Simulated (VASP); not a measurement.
The system is Ga3SbN2.

```
CELL_PARAMETERS angstrom
5.99790 0.00000 0.00000
-2.99895 5.19433 0.00000
0.00000 0.00000 3.29256
ATOMIC_POSITIONS crystal
Ga 0.50000 0.00000 0.50000
Ga 0.50000 0.50000 0.50000
Ga 0.00000 0.50000 0.50000
Sb 0.00000 0.00000 0.00000
N 0.33333 0.66667 0.00000
N 0.66667 0.33333 0.00000
```

```yaml
Program: VASP 6.6.1
Task: relaxation of cell and atoms
Functional: PBE
Potentials_or_basis: VASP PAW PBE potentials, release 64 (Ga_d, Sb, N)
Cutoff: 600 eV
k_mesh: 3 × 3 × 6
Occupations: gaussian, width 0.1 eV
Spin: no spin polarisation
```

At the start: pressure -11.8 GPa; volume 17.10 Å³/atom.

Task: Where does the relaxation end?

Result: Over 7 steps the energy falls by 202.5 meV/atom and the volume is 14.54 Å³/atom (-14.9 %); space group P6/mmm (No. 191, to 0.05 Å).

The path:
```
step  energy change (eV)  largest force (eV/Å)  pressure (GPa)  volume (Å³)
   1              0.0000                0.0000          -11.82       102.58
   2             -1.1541                0.0000            4.02        84.59
   3             -1.2147                0.0000            0.06        87.15
   4             -1.2147                0.0000           -0.36        87.45
   5             -1.2148                0.0000           -0.21        87.32
   6             -1.2148                0.0000           -0.24        87.34
   7             -1.2149                0.0000           -0.12        87.25
```

Final structure:
```
Ga Sb N
1.0
     5.86536    0.00000    0.00000
    -2.93268    5.07955    0.00000
     0.00000    0.00000    2.92853
Ga Sb N
3 1 2
Direct
  0.50000 0.00000 0.50000
  0.50000 0.50000 0.50000
  0.00000 0.50000 0.50000
  0.00000 0.00000 0.00000
  0.33333 0.66667 0.00000
  0.66667 0.33333 0.00000
```

Caveat: the k points lie up to 0.41 Å⁻¹ apart in the final cell.
